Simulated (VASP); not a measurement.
# Al (P6_3/mmc) in VASP: a series of runs, part 2 of 2

VASP 6.6.1. Earlier steps stand in the parts before.

### Step 3. Single point, LDA

Contents of INCAR:

```
SYSTEM = Al
PREC     = Accurate       ! precision mode
ENCUT    = 520            ! plane-wave cutoff, eV
EDIFF    = 1E-6           ! SCF threshold, eV
ISMEAR   = -1             ! smearing method
SIGMA    = 0.15           ! smearing width, eV
LREAL    = .FALSE.        ! projectors in reciprocal space
LASPH    = .TRUE.         ! aspherical terms in the spheres
NELM     = 80             ! most SCF steps
ALGO     = Normal         ! electronic algorithm
ISIF     = 2              ! what is computed and relaxed
LWAVE    = .FALSE.        ! write WAVECAR
LCHARG   = .FALSE.        ! write CHGCAR
GGA      = CA             ! functional
NBANDS   = 10             ! bands
```

Contents of KPOINTS:

```
Automatic mesh
0
G
  14 14 7
  0 0 0
```

Contents of POSCAR:

```
Al
1.0
    2.8687044570      0.0000000000      0.0000000000
   -1.4343522336      2.4843709356      0.0000000000
    0.0000000000      0.0000000000      4.6778642830
Al
2
Direct
    0.6666666667      0.3333333333      0.7500000000
    0.3333333333      0.6666666667      0.2500000000
```

Potentials or basis: VASP PAW LDA potentials, release 64 (Al).

On the command line:

```
> cat potpaw_LDA.64/Al/POTCAR > POTCAR
> mpirun -np 1 vasp_std > vasp.out
```

OUTCAR:

```text
SYSTEM = Al
   PREC = Accurate
   ENCUT = 520
   EDIFF = 1E-6
   ISMEAR = -1
   LREAL = .FALSE.
   LASPH = .TRUE.
   NELM = 80
   ISIF = 2
   GGA = CA

 ion  position               nearest neighbor table
   1  0.667  0.333  0.750-   2 2.87   2 2.87   2 2.87   2 2.87   2 2.87   2 2.87
   2  0.333  0.667  0.250-   1 2.87   1 2.87   1 2.87   1 2.87   1 2.87   1 2.87

  LATTYP: Found a hexagonal cell.
 ALAT       =     2.8687044570
 C/A-ratio  =     1.6306539600

  Lattice vectors:

 A1 = (   2.8687044570,   0.0000000000,   0.0000000000)
 A2 = (  -1.4343522336,   2.4843709356,   0.0000000000)
 A3 = (   0.0000000000,   0.0000000000,   4.6778642830)

Analysis of symmetry for initial positions (statically):
=====================================================================
 Subroutine PRICEL returns:
 Original cell was already a primitive cell.

 Routine SETGRP: Setting up the symmetry group for a
 hexagonal supercell.

 Subroutine GETGRP returns: Found 24 space group operations
 (whereof 12 operations were pure point group operations)
 out of a pool of 24 trial point group operations.

The static configuration has the point symmetry D_3d.
 The point group associated with its full space group is D_6h.

Analysis of symmetry for dynamics (positions and initial velocities):
=====================================================================
 Subroutine PRICEL returns:
 Original cell was already a primitive cell.

 Routine SETGRP: Setting up the symmetry group for a
 hexagonal supercell.

 Subroutine GETGRP returns: Found 24 space group operations
 (whereof 12 operations were pure point group operations)
 out of a pool of 24 trial point group operations.

The dynamic configuration has the point symmetry D_3d.
 The point group associated with its full space group is D_6h.

 Subroutine INISYM returns: Found 24 space group operations
 (whereof 12 operations are pure point group operations),
 and found     1 'primitive' translations

[... 115 lines left out ...]
  volume/ion in A,a.u.               =      16.67       112.49
  Fermi-wavevector in a.u.,A,eV,Ry     =   0.924291  1.746656 11.623640  0.854313
  Thomas-Fermi vector in A             =   2.050021
   LORBIT       =      0    0 simple, 1 ext, 2 COOP (PROOUT), +10 PAW based schemes
   GGA     = CA    functional components
   LHFCALC =     F    Hartree Fock is set to
   AEXX    =    0.0000 exact exchange contribution
   IVDW    =     0    specifies the selected vdW correction
   LEPSILON=     F    determine dielectric tensor
   LRPA    =     F    only Hartree local field effects (RPA)
 non-spin polarized calculation
  energy-cutoff  :      520.00
  volume of cell :       33.34
 maximum number of plane-waves:       917
 NGX is ok and might be reduce to    24
   NGX = 11   NGY = 11   NGZ = 17

 number of electron       6.0000000 magnetization

 Free energy of the ion-electron system (eV)
  ---------------------------------------------------
  ext. energy  EPLUGINS =         0.00000000
  ---------------------------------------------------
  free energy    TOTEN  =        -8.32707555 eV

  energy without entropy =       -8.26257534  energy(sigma->0) =       -8.29482544

 E-fermi :   7.6836     XC(G=0): -10.3074

 val. band max:        7.6772255736   @ k =   0.4286   0.1429   0.1429
 cond. band min:       7.6861441616   @ k =   0.3571   0.2143   0.1429
 fundamental gap:      0.0089185880
 Fermi energy:         7.6835828625

 k-point     1 :       0.0000    0.0000    0.0000
  band No.  band energies     occupation
      1      -3.3467      2.00000
      2       3.1885      2.00000
      3       3.3176      2.00000
      4      18.0191      0.00000
      5      18.0191      0.00000
      6      18.5390      0.00000
      7      18.5390      0.00000
      8      19.7338      0.00000
      9      21.4946      0.00000
     10      21.6772      0.00000
[... 287 lines left out ...]
 k-point    24 :       0.3571    0.2857    0.0000
  band No.  band energies     occupation
      1       3.7895      2.00000
      2       3.9966      2.00000
      3       5.5146      2.00000
      4       9.6346      0.00000
      5       9.9829      0.00000
      6      10.3036      0.00000
      7      11.1308      0.00000
      8      12.2530      0.00000
      9      12.3862      0.00000
     10      24.0319      0.00000

 [... further k-points ...]
[... 5 lines left out ...]
  --------------------------------------------------------------------------------------
  -------------------------------------------------------------------------------------
  Total       -0.7073826     -0.7073826     -0.5801843      0.0000000      0.0000000      0.0000000
  in kB      -33.9950018    -33.9950017    -27.8821764      0.0000001      0.0000000      0.0000000
  external PRESSURE =     -31.9573933 kB  Pullay stress =       0.0000000 kB

 VOLUME and BASIS-vectors are now :
 -----------------------------------------------------------------------------
  energy-cutoff  :      520.00
  volume of cell :       33.34
      direct lattice vectors                 reciprocal lattice vectors
     2.868704457  0.000000000  0.000000000     0.348589412  0.201258192  0.000000000
    -1.434352234  2.484370936  0.000000000     0.000000000  0.402516382  0.000000000
     0.000000000  0.000000000  4.677864283     0.000000000  0.000000000  0.213772769

 POSITION                                       TOTAL-FORCE (eV/Angst)
 -----------------------------------------------------------------------------------
      1.43435      0.82812      3.50840        -0.000000     -0.000000      0.000000
     -0.00000      1.65625      1.16947         0.000000      0.000000      0.000000
 -----------------------------------------------------------------------------------
    total drift:                                0.000000     -0.000000      0.000000

  FREE ENERGIE OF THE ION-ELECTRON SYSTEM (eV)
  ---------------------------------------------------
  free  energy   TOTEN  =        -8.3270755499 eV

  energy  without entropy=       -8.2625753392  energy(sigma->0) =       -8.29482544
```

OSZICAR:

```text
N       E                     dE             d eps       ncg     rms          rms(c)
DAV:   1    -0.124859297173E+01   -0.12486E+01   -0.22534E+03  1920   0.465E+02
DAV:   2    -0.825634657583E+01   -0.70078E+01   -0.67937E+01  2510   0.542E+01
DAV:   3    -0.838690075383E+01   -0.13055E+00   -0.12959E+00  2598   0.598E+00
DAV:   4    -0.838737283763E+01   -0.47208E-03   -0.47200E-03  2256   0.395E-01
DAV:   5    -0.838737526698E+01   -0.24293E-05   -0.24290E-05  2382   0.305E-02    0.186E+00
DAV:   6    -0.835056047574E+01    0.36815E-01   -0.56121E-03  2150   0.339E-01    0.105E+00
DAV:   7    -0.832723864664E+01    0.23322E-01   -0.12914E-02  2102   0.503E-01    0.186E-01
DAV:   8    -0.832707591975E+01    0.16273E-03   -0.14146E-04  2632   0.661E-02    0.135E-02
DAV:   9    -0.832707554993E+01    0.36982E-06   -0.57853E-07  2164   0.453E-03
   1 F= -.83270755E+01 E0= -.82948254E+01  d E =-.645002E-01
```

stdout:

```text
POSCAR found type information on POSCAR Al
 POSCAR found :  1 types and       2 ions
 scaLAPACK will be used
 LDA part: xc-table for (Slater(with rela. corr.)+CA(PZ))
 , standard interpolation
 POSCAR, INCAR and KPOINTS ok, starting setup
 FFT: planning ... GRIDC
 FFT: planning ... GRID_SOFT
 FFT: planning ... GRID
 WAVECAR not read
 entering main loop
```

It took 6.3 s on 1 thread of Intel Xeon 6975P-C (Granite Rapids), shared host; peak memory 0.14 GiB.

Results:

| Quantity | Value |
| --- | --- |
| Free energy | -8.3271 eV |
| Pressure | -3.2 GPa |
| Band gap on the k mesh | zero (band 3 reaches 10.94 eV, above the bottom of band 4 at 4.82 eV) |

Stress tensor (GPa, compression positive):
```
-3.40  0.00  0.00
 0.00 -3.40  0.00
 0.00  0.00 -2.79
```
